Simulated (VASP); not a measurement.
BN (rocksalt type):

```
B N
1.0
     0.00000    2.15443    2.15443
     2.15443    0.00000    2.15443
     2.15443    2.15443    0.00000
B N
1 1
Direct
  0.00000 0.00000 0.00000
  0.50000 0.50000 0.50000
```

- Program: VASP 6.6.1
- Task: relaxation of cell and atoms
- Functional: PBE
- Potentials or basis: VASP PAW PBE potentials, release 64 (B, N)
- Cutoff: 600 eV
- k mesh: 16 × 16 × 16
- Occupations: fermi-dirac, width 0.05 eV
- Spin: no spin polarisation

At the start: pressure -60.7 GPa; volume 10.00 Å³/atom.

How do energy, volume and symmetry change on relaxing?

Over 18 steps the energy falls by 1563.0 meV/atom and the volume is 5.38 Å³/atom (-46.2 %); space group Fm-3m (No. 225, to 0.05 Å).

The path:
| step | energy change (eV) | largest force (eV/Å) | pressure (GPa) | volume (Å³) |
| --- | --- | --- | --- | --- |
| 1 | 0.0000 | 0.0000 | -60.74 | 20.00 |
| 2 | -3.1235 | 0.0000 | -5.24 | 10.91 |
| 3 | -3.1260 | 0.0000 | -0.22 | 10.76 |
| 4 | -3.1260 | 0.0000 | -0.22 | 10.76 |
| 5 | -3.1260 | 0.0000 | -0.22 | 10.76 |
| 6 | -3.1260 | 0.0000 | -0.22 | 10.76 |
| 7 | -3.1260 | 0.0000 | -0.22 | 10.76 |
| 8 | -3.1260 | 0.0000 | -0.22 | 10.76 |
| 9 | -3.1260 | 0.0000 | -0.22 | 10.76 |
| 10 | -3.1260 | 0.0000 | -0.22 | 10.76 |
| 11 | -3.1260 | 0.0000 | -0.22 | 10.76 |
| 12 | -3.1260 | 0.0000 | -0.22 | 10.76 |
| 13 | -3.1260 | 0.0000 | -0.21 | 10.76 |
| 14 | -3.1260 | 0.0000 | -0.21 | 10.76 |
| 15 | -3.1260 | 0.0000 | -0.21 | 10.76 |
| 16 | -3.1260 | 0.0000 | -0.20 | 10.76 |
| 17 | -3.1260 | 0.0000 | -0.18 | 10.76 |
| 18 | -3.1260 | 0.0000 | -0.14 | 10.76 |

Final structure:
```cif
data_structure
_symmetry_space_group_name_H-M 'P 1'
_symmetry_Int_Tables_number 1
_cell_length_a 2.4782
_cell_length_b 2.4782
_cell_length_c 2.4782
_cell_angle_alpha 60.000
_cell_angle_beta 60.000
_cell_angle_gamma 60.000
_cell_volume 10.76
loop_
_atom_site_label
_atom_site_type_symbol
_atom_site_fract_x
_atom_site_fract_y
_atom_site_fract_z
_atom_site_occupancy
B1 B 0.00000 0.00000 0.00000 1
N1 N 0.50000 0.50000 0.50000 1
```

Caveat: the volume moved by over 15 % at a fixed basis, so the end points are rough.
